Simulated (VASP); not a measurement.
Wanted: the native input for a VASP 6.6.1 run.

```yaml
Task: single point
Functional: LDA
Potentials_or_basis: VASP PAW LDA potentials, release 64 (B, N)
Cutoff: 520 eV
k_mesh: 12 × 12 × 6
Occupations: gaussian, width 0.05 eV
Spin: no spin polarisation
Dipole_correction: no
Further_INCAR_settings: ALGO = Normal; EDIFF = 1e-06; NBANDS = 16
```

The structure of BN lies in POSCAR:

```
BN
1.0
    2.6560971858      0.0000000000      0.0000000000
   -1.3280485929      2.3002476378      0.0000000000
    0.0000000000      0.0000000000      4.2268550000
B N
2 2
Direct
    0.6666666667      0.3333333333      0.9997240000
    0.3333333333      0.6666666667      0.4997240000
    0.6666666667      0.3333333333      0.6252760000
    0.3333333333      0.6666666667      0.1252760000
```

This cell differs from its parent crystal: strain +0.040 along x and y, +0.000 along z.

One way to write it, as run:

INCAR

```
ALGO = Normal
EDIFF = 1E-6
ENCUT = 520
GGA = CA
ISIF = 2
ISMEAR = 0
LASPH = True
LCHARG = False
LREAL = False
LWAVE = False
NBANDS = 16
NELM = 80
PREC = Accurate
SIGMA = 0.05
```

KPOINTS

```
k-points
0
Gamma
  12 12 6
```

Potentials or basis: VASP PAW LDA potentials, release 64 (B, N).

Command:

```sh
$ cat potpaw_LDA.64/B/POTCAR potpaw_LDA.64/N/POTCAR > POTCAR
$ mpirun -np 1 vasp_std > vasp.out
```

It gave:

```
Pressure               : -36.1 GPa
Largest force          : 0.003 eV/Å
Band gap on the k mesh : 5.17 eV, indirect (least direct gap 7.43 eV)
```

Caveat: the cell differs from its parent crystal (strain +0.040 along x and y, +0.000 along z).

It took 16 s on 1 thread of AMD EPYC 7R13 Processor (Zen 3) (shared host), peak memory 0.1 GiB.
